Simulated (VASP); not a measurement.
A run of VASP 6.6.1 is set up as follows.

POSCAR

```
TaN
1.0
    0.0000000000      2.2113230000      2.2113230000
    2.2113230000      0.0000000000      2.2113230000
    2.2113230000      2.2113230000      0.0000000000
Ta N
1 1
Direct
    0.5000000000      0.5000000000      0.5000000000
    0.0000000000      0.0000000000      0.0000000000
```

INCAR.step1

```
PREC = Accurate
ENCUT = 660
ISMEAR = -1
SIGMA = 0.05
LREAL = False
LASPH = True
NELM = 200
LMAXMIX = 4
LDAU = True
LDAUTYPE = 2
LDAUL = 2 -1
LDAUU = 2 0
LDAUJ = 0 0
NBANDS = 16
GGA = PE
ALGO = Normal
EDIFF = 1E-5
LWAVE = True
LCHARG = False
GGA_COMPAT = False
```

INCAR.step2

```
PREC = Accurate
ENCUT = 660
EDIFF = 1E-6
ISMEAR = -1
SIGMA = 0.05
LREAL = False
LASPH = True
NELM = 200
ALGO = Normal
ISIF = 2
LWAVE = False
LCHARG = False
LMAXMIX = 4
LDAU = True
LDAUTYPE = 2
LDAUL = 2 -1
LDAUU = 2 0
LDAUJ = 0 0
LDAUPRINT = 1
METAGGA = R2SCAN
LMIXTAU = True
NBANDS = 16
ISTART = 1
GGA_COMPAT = False
```

File KPOINTS:

```
Automatic mesh
0
Gamma
  10 10 10
```

Potentials or basis: VASP PAW PBE potentials, release 64 (Ta_sv_GW, N).

The run is started by

```console
$ cat potpaw_PBE.64/Ta_sv_GW/POTCAR potpaw_PBE.64/N/POTCAR > POTCAR
$ cp INCAR.step1 INCAR
$ mpirun -np 1 vasp_std > vasp.out
$ cp INCAR.step2 INCAR
$ mpirun -np 1 vasp_std > vasp.out
```

Predict the band gap on the k mesh.

zero (band 9 reaches 15.82 eV, above the bottom of band 10 at 11.79 eV).

Predict the pressure.

-0.4 GPa.

Eigenvalues of the final occupation matrices:
| site | spin | trace | eigenvalues |
| --- | --- | --- | --- |
| site 1 d | 1 | 1.15 | 0.19 0.19 0.26 0.26 0.26 |
| site 1 d | 2 | 1.15 | 0.19 0.19 0.26 0.26 0.26 |

Caveat: the PAW data sets were made with another functional, which shifts forces and pressure a little; spin-orbit coupling is left out, which moves the levels of the heavy elements; U without spin polarisation on a metal has little footing.
